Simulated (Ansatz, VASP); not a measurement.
SnO in VASP and in Ansatz

```
Sn O
1.0
     3.34336   -0.00638    0.00108
    -0.01079    5.64096    0.04116
     0.00135    0.03063    4.24298
Sn O
2 2
Direct
  0.00054 0.23339 0.54003
  0.49105 0.78050 0.99745
  0.02693 0.89210 0.72397
  0.48148 0.09401 0.23855
```

Change from the starting cell: all atoms moved at random (sigma 0.15 Å a component), cell strained at random (sigma 0.01).

Alike in both runs: task single point; functional r2SCAN; k mesh 8 × 6 × 6; occupations gaussian, width 0.05 eV; no spin polarisation.

|  | VASP | Ansatz |
| --- | --- | --- |
| version | VASP 6.6.1 | Ansatz 0.2.0 |
| potentials or method | VASP PAW PBE potentials, release 64 (Sn_d, O), cutoff 520 eV | scalar-relativistic, plane waves, PAW |
| valence electrons in the cell | 40 | 40 |

|  | VASP | Ansatz | Ansatz less VASP |
| --- | --- | --- | --- |
| gap on the k mesh at the Fermi level (eV) | 1.44 | 1.45 | +0.014 |
| least direct gap on the mesh (eV) | 1.84 | 1.86 | +0.017 |
| pressure (GPa) | 0.1 | -0.3 | -0.46 |
| traceless stress, the component that is largest in VASP (GPa) | -3.93 | -3.91 | +0.014 |
| rms of the force components (eV/Å) | 0.765 | 0.752 | -0.0131 |

VASP's potentials were made for PBE, not for r2SCAN. Atom by atom the forces differ by 0.061 eV/Å (rms over components).
